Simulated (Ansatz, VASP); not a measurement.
**One calculation of Al, two programs**

Contents of INCAR:

```
PREC = Accurate
ENCUT = 520
EDIFF = 1E-7
ISMEAR = 0
SIGMA = 0.15
LREAL = F
LASPH = T
NELM = 100
ALGO = Normal
ISIF = 2
LWAVE = F
LCHARG = T
GGA = PE
IVDW = 12
LELF = T
LVHAR = T
NBANDS = 8
```

The input KPOINTS:

```
Automatic mesh
0
Gamma
  22 22 22
```

The input POSCAR:

```
Al
1.0
    0.0000000000      2.3640957508      1.4874890464
    2.3640957508      0.0000000000      1.4874890464
    2.3640957508      2.3640957508      0.0000000000
Al
1
Direct
    0.0000000000      0.0000000000      0.0000000000
```

Input for Ansatz:

```yaml
crystal:
  lattice:
    - [0.0, 2.3640957508, 1.4874890464]
    - [2.3640957508, 0.0, 1.4874890464]
    - [2.3640957508, 2.3640957508, 0.0]
  atoms:
    - { symbol: Al, position: [0.0, 0.0, 0.0] }
basis:
  ecutwfc: 420
kpoints:
  mp_grid: { grid: [22, 22, 22] }
hamiltonian:
  xc: pbe
  pseudopotentials: { kind: paw, azcp: { folder: soft_1 } }
  dispersion: d3bj
scf:
  occupations: { method: gaussian, width: 0.15 }
output:
  forces: true
  stress: true
  eigenvalues: true
```

Alike in both runs: task single point; functional PBE; dispersion D3(BJ); k mesh 22 × 22 × 22; occupations gaussian, width 0.15 eV; no spin polarisation.

|  | VASP | Ansatz |
| --- | --- | --- |
| version | VASP 6.6.1 | Ansatz 0.2.0 |
| potentials or method | VASP PAW PBE potentials, release 64 (Al), cutoff 520 eV | scalar-relativistic, plane waves, PAW |
| valence electrons in the cell | 3 | 3 |

|  | VASP | Ansatz | Ansatz less VASP |
| --- | --- | --- | --- |
| gap on the k mesh at the Fermi level (eV) | none | none | - |
| pressure (GPa) | -2.1 | -2.1 | 0.00 |
| traceless stress, the component that is largest in VASP (GPa) | -1.51 | -1.50 | +0.010 |

A gap of «none» marks a metal or a gap that the smearing closes.
